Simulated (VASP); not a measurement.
Set up this calculation in VASP 6.6.1, as the native input.

```yaml
Task: single point
Functional: LDA
Potentials_or_basis: VASP PAW LDA potentials, release 64 (Fe)
Cutoff: 600 eV
k_mesh: 16 × 16 × 16
Occupations: gaussian, width 0.1 eV
Spin: no spin polarisation
Dipole_correction: no
Further_INCAR_settings: ALGO = Normal; EDIFF = 1e-06; NBANDS = 10
```

The structure of Fe lies in POSCAR:

```
Fe
1.0
   -1.3498227879      1.3498227879      1.3498227879
    1.3498227879     -1.3498227879      1.3498227879
    1.3498227879      1.3498227879     -1.3498227879
Fe
1
Direct
    0.0000000000      0.0000000000      0.0000000000
```

The input as run:

INCAR

```
SYSTEM = Fe
  PREC = Accurate
  ENCUT = 600
  EDIFF = 1E-6
  ISMEAR = 0
  SIGMA = 0.1
  LREAL = .FALSE.
  LASPH = .TRUE.
  NELM = 120
  ALGO = Normal
  ISIF = 2
  LWAVE = .FALSE.
  LCHARG = .TRUE.
  LELF = .TRUE.
  LVHAR = .TRUE.
  NBANDS = 10
  GGA_COMPAT = .FALSE.
```

KPOINTS

```
Automatic mesh
0
G
  16 16 16
  0 0 0
```

Potentials or basis: VASP PAW LDA potentials, release 64 (Fe).

Launch:

```sh
$ cat potpaw_LDA.64/Fe/POTCAR > POTCAR
$ mpirun -np 1 vasp_std > vasp.out
```

It gave:

- Pressure: -1.3 GPa
- Band gap on the k mesh: zero (band 4 reaches 8.50 eV, above the bottom of band 5 at 6.21 eV)

Caveat: the run has no spin polarisation, though such a crystal can be magnetic.

Run time: 6.8 s on 1 thread of Intel(R) Xeon(R) 6975P-C (Granite Rapids), on a shared host, peak memory 0.13 GiB.
